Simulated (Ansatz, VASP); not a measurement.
## TePb in VASP and in Ansatz

File POSCAR:

```
TePb
1.0
    0.0000000000      2.8190441597      4.2285662396
    2.8190441597      0.0000000000      4.2285662396
    2.8190441597      2.8190441597      0.0000000000
Te Pb
1 1
Direct
    0.5000000000      0.5000000000      0.5000000000
    0.0000000000      0.0000000000      0.0000000000
```

The input INCAR.step1:

```
SYSTEM = TePb
ALGO     = Normal         ! electronic algorithm
EDIFF    = 1E-4           ! SCF threshold, eV
ENCUT    = 520            ! plane-wave cutoff, eV
GGA      = PE             ! functional
ISMEAR   = 0              ! smearing method
LASPH    = .TRUE.         ! aspherical terms in the spheres
LCHARG   = .FALSE.        ! write CHGCAR
LREAL    = .FALSE.        ! projectors in reciprocal space
LWAVE    = .TRUE.         ! write WAVECAR
NBANDS   = 17             ! bands
NELM     = 60             ! most SCF steps
PREC     = Accurate       ! precision mode
SIGMA    = 0.05           ! smearing width, eV
```

INCAR.step2

```
SYSTEM = TePb
ALGO     = Normal         ! electronic algorithm
EDIFF    = 1E-7           ! SCF threshold, eV
ENCUT    = 520            ! plane-wave cutoff, eV
ISIF     = 2              ! what is computed and relaxed
ISMEAR   = 0              ! smearing method
ISTART   = 1            
LASPH    = .TRUE.         ! aspherical terms in the spheres
LCHARG   = .FALSE.        ! write CHGCAR
LMIXTAU  = .TRUE.       
LREAL    = .FALSE.        ! projectors in reciprocal space
LWAVE    = .FALSE.        ! write WAVECAR
METAGGA  = R2SCAN         ! meta-GGA
NBANDS   = 17             ! bands
NELM     = 60             ! most SCF steps
PREC     = Accurate       ! precision mode
SIGMA    = 0.05           ! smearing width, eV
```

File KPOINTS:

```
k-points
0
G
  8 8 8
  0 0 0
```

Input for Ansatz:

```yaml
crystal:
  lattice:
    - [0.0, 2.8190441597, 4.2285662396]
    - [2.8190441597, 0.0, 4.2285662396]
    - [2.8190441597, 2.8190441597, 0.0]
  atoms:
    - { symbol: Te, position: [0.5, 0.5, 0.5] }
    - { symbol: Pb, position: [0.0, 0.0, 0.0] }
basis:
  ecutwfc: 500
kpoints:
  mp_grid: { grid: [8, 8, 8] }
hamiltonian:
  xc: r2scan
scf:
  occupations: { method: gaussian, width: 0.05 }
output:
  forces: true
  stress: true
  eigenvalues: true
```

Alike in both runs: task single point; functional r2SCAN; k mesh 8 × 8 × 8; occupations gaussian, width 0.05 eV; no spin polarisation.

|  | VASP | Ansatz |
| --- | --- | --- |
| version | VASP 6.6.1 | Ansatz 0.2.0 |
| potentials or method | VASP PAW PBE potentials, release 64 (Te, Pb_d), cutoff 520 eV | scalar-relativistic, plane waves, PAW |
| valence electrons in the cell | 20 | 30 |

```csv
,VASP,Ansatz,Ansatz less VASP
gap on the k mesh at the Fermi level (eV),none,none,-
pressure (GPa),15.9,15.9,+0.04
"traceless stress, the component that is largest in VASP (GPa)",-18.61,-18.63,-0.023
```

VASP's potentials were made for PBE, not for r2SCAN. A gap of «none» marks a metal or a gap that the smearing closes. VASP's potentials hold 20 valence electrons a cell and Ansatz's 30, so a difference there can come from the potentials and not from the codes.

Neither program's run includes spin-orbit coupling.
